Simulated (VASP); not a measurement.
Write the native input for VASP 6.6.1 that does the following.

| Property | Result |
| --- | --- |
| Task | single point |
| Functional | PBEsol |
| Potentials or basis | VASP PAW PBE potentials, release 64 (Ge_d) |
| Cutoff | 520 eV |
| k mesh | 18 × 18 × 18 |
| Occupations | gaussian, width 0.15 eV |
| Spin | no spin polarisation |
| Dipole correction | no |
| Further INCAR settings | ALGO = Normal; EDIFF = 1e-06; NBANDS = 21 |

The structure of Ge lies in POSCAR:

```
Ge
1.0
    0.0000000000      2.7527443047      2.7527443047
    2.7527443047      0.0000000000      2.7527443047
    2.7527443047      2.7527443047      0.0000000000
Ge
2
Direct
    0.5000000000      0.5000000000      0.5000000000
    0.7500000000      0.7500000000      0.7500000000
```

This cell differs from its parent crystal: strain -0.030 along x and y, -0.030 along z.

One way to write it, as run:

INCAR

```
PREC = Accurate
ENCUT = 520
EDIFF = 1E-6
ISMEAR = 0
SIGMA = 0.15
LREAL = F
LASPH = T
NELM = 100
ALGO = Normal
ISIF = 2
LWAVE = F
LCHARG = F
GGA = PS
NBANDS = 21
```

KPOINTS

```
regular mesh
0
Gamma
  18 18 18
```

Potentials or basis: VASP PAW PBE potentials, release 64 (Ge_d).

Launch:

```sh
$ cat potpaw_PBE.64/Ge_d/POTCAR > POTCAR
$ mpirun -np 1 vasp_std > vasp.out
```

It gave:

```
Pressure               : 7.5 GPa
Band gap on the k mesh : 0.36 eV (least direct gap 0.76 eV)
```

Caveat: the cell differs from its parent crystal (strain -0.030 along x and y, -0.030 along z); the cell stands under pressure; semilocal functionals underestimate gaps, and a narrow one can read as zero; the PAW data sets were made with another functional, which shifts forces and pressure a little.

Run time: 92 s on 1 thread of Intel(R) Xeon(R) Platinum 8488C (Sapphire Rapids), on a shared host, peak memory 0.26 GiB.
